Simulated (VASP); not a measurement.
Input of a VASP 6.6.1 run:

File INCAR:

```
SYSTEM = Nd3H
  ALGO = Normal
  EDIFF = 1E-6
  ENCUT = 500
  GGA = PE
  GGA_COMPAT = .FALSE.
  ISIF = 2
  ISMEAR = 0
  LASPH = .TRUE.
  LCHARG = .FALSE.
  LMAXMIX = 6
  LREAL = .FALSE.
  LWAVE = .FALSE.
  NBANDS = 44
  NELM = 200
  PREC = Accurate
  SIGMA = 0.1
```

Contents of KPOINTS:

```
k-points
0
G
  4 4 4
  0 0 0
```

File POSCAR:

```
Nd3H
1.0
    6.1495579448      0.0000000000      0.0000000000
    0.0000000000      6.1495579448      0.0000000000
    0.0000000000      0.0000000000      6.1495579448
Nd H
6 2
Direct
    0.2500000000      0.0000000000      0.5000000000
    0.5000000000      0.7500000000      0.0000000000
    0.7500000000      0.0000000000      0.5000000000
    0.5000000000      0.2500000000      0.0000000000
    0.0000000000      0.5000000000      0.7500000000
    0.0000000000      0.5000000000      0.2500000000
    0.0000000000      0.0000000000      0.0000000000
    0.5000000000      0.5000000000      0.5000000000
```

Potentials or basis: VASP PAW PBE potentials, release 64 (Nd_3, H), 4f in core.

Launch:

```bash
$ cat potpaw_PBE.64/Nd_3/POTCAR potpaw_PBE.64/H/POTCAR > POTCAR
$ mpirun -np 1 vasp_std > vasp.out
```

Problem. Estimate the band gap on the k mesh.

Solution. Zero (bands 34 and 35 overlap by 0.46 eV).

Problem. Predict the pressure.

Solution. 0.4 GPa.

Caveat: spin-orbit coupling is left out, which moves the levels of the heavy elements; the 4f electrons are frozen in the core, so they carry no moment and show no levels. Spin polarisation is off, so any magnetic state and its effect on volume and gap are missing.
